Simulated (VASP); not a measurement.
Crystal: SnTe3.

```xyz
4
Lattice="0.0000 3.8612 3.8612 3.8612 0.0000 3.8612 3.8612 3.8612 0.0000" Properties=species:S:1:pos:R:3 pbc="T T T"
Sn    0.0000    0.0000    0.0000
Te    1.9306    1.9306    1.9306
Te    5.7918    5.7918    5.7918
Te    3.8612    3.8612    3.8612
```

```yaml
Program: VASP 6.6.1
Task: relaxation of cell and atoms
Functional: PBEsol
Potentials_or_basis: VASP PAW PBE potentials, release 64 (Sn_d, Te)
Cutoff: 500 eV
k_mesh: 4 × 4 × 4
Occupations: fermi-dirac, width 0.1 eV
Spin: no spin polarisation
```

At the start: pressure -2.5 GPa; volume 28.78 Å³/atom.

Question: Where does the relaxation end?

Answer: Over 3 steps the energy falls by 10.6 meV/atom and the volume is 27.46 Å³/atom (-4.6 %); space group Fm-3m (No. 225, to 0.05 Å).

The path:
| step | energy change (eV) | largest force (eV/Å) | pressure (GPa) | volume (Å³) |
| --- | --- | --- | --- | --- |
| 1 | 0.0000 | 0.0000 | -2.47 | 115.13 |
| 2 | -0.0359 | 0.0000 | 1.11 | 107.89 |
| 3 | -0.0426 | 0.0000 | 0.00 | 109.86 |

Final structure:
```cif
data_structure
_symmetry_space_group_name_H-M 'P 1'
_symmetry_Int_Tables_number 1
_cell_length_a 5.3758
_cell_length_b 5.3758
_cell_length_c 5.3758
_cell_angle_alpha 60.000
_cell_angle_beta 60.000
_cell_angle_gamma 60.000
_cell_volume 109.86
loop_
_atom_site_label
_atom_site_type_symbol
_atom_site_fract_x
_atom_site_fract_y
_atom_site_fract_z
_atom_site_occupancy
Sn1 Sn 0.00000 0.00000 0.00000 1
Te1 Te 0.25000 0.25000 0.25000 1
Te2 Te 0.75000 0.75000 0.75000 1
Te3 Te 0.50000 0.50000 0.50000 1
```

Caveat: the PAW data sets were made with another functional, which shifts forces and pressure a little.
